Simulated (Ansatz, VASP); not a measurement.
## Two plane-wave programs on SiC

Contents of POSCAR:

```
SiC
1.0
    3.0919379459      0.0000000000      0.0000000000
   -1.5459689730      2.6776968081      0.0000000000
    0.0000000000      0.0000000000      5.0742918075
Si C
2 2
Direct
    0.6666666667      0.3333333333     -0.0004183979
    0.3333333333      0.6666666667      0.4995816021
    0.6666666667      0.3333333333      0.3754183979
    0.3333333333      0.6666666667      0.8754183979
```

INCAR.step1

```
  ALGO = Normal
  EDIFF = 1E-4
  ENCUT = 600
  GGA = PE
  ISMEAR = 0
  LASPH = T
  LCHARG = F
  LREAL = F
  LWAVE = T
  NELM = 80
  PREC = Accurate
  SIGMA = 0.02
```

Contents of INCAR.step2:

```
  ALGO = Normal
  EDIFF = 1E-6
  EDIFFG = -0.005
  ENCUT = 600
  IBRION = 2
  ISIF = 3
  ISMEAR = 0
  ISTART = 1
  LASPH = T
  LCHARG = F
  LMIXTAU = T
  LREAL = F
  LWAVE = F
  METAGGA = R2SCAN
  NELM = 80
  NSW = 70
  PREC = Accurate
  SIGMA = 0.02
```

File KPOINTS:

```
k-points
0
Gamma
  12 12 6
```

Input for Ansatz:

```yaml
crystal:
  lattice:
    - [3.0919379459, 0.0, 0.0]
    - [-1.545968973, 2.6776968081, 0.0]
    - [0.0, 0.0, 5.0742918075]
  atoms:
    - { symbol: Si, position: [0.6666666667, 0.3333333333, -0.0004183979] }
    - { symbol: Si, position: [0.3333333333, 0.6666666667, 0.4995816021] }
    - { symbol: C, position: [0.6666666667, 0.3333333333, 0.3754183979] }
    - { symbol: C, position: [0.3333333333, 0.6666666667, 0.8754183979] }
basis:
  ecutwfc: 500
kpoints:
  mp_grid: { grid: [12, 12, 6] }
hamiltonian:
  xc: r2scan
scf:
  occupations: { method: gaussian, width: 0.02 }
output:
  forces: true
  stress: true
  eigenvalues: true
relax:
  adjacent_minimum: "off"
  f_tol: 0.005
  max_steps: 50
  cell: { stress_tol: 0.05 }
```

Alike in both runs: task relaxation of cell and atoms; functional r2SCAN; k mesh 12 × 12 × 6; occupations gaussian, width 0.02 eV; no spin polarisation.

```csv
,VASP,Ansatz
version,VASP 6.6.1,Ansatz 0.2.0
potentials or method,"VASP PAW PBE potentials, release 64 (Si, C), cutoff 600 eV","scalar-relativistic, plane waves, PAW"
valence electrons in the cell,16,16
```

```csv
,VASP,Ansatz,Ansatz less VASP
"gap on the k mesh at the Fermi level, each at its own relaxed structure (eV)",2.66,2.65,-0.005
relaxed volume (Å³/atom),10.32,10.34,+0.017
relaxed cell length with the largest relative difference (Å),5.045,5.048,+0.0028
```

VASP's potentials were made for PBE, not for r2SCAN.
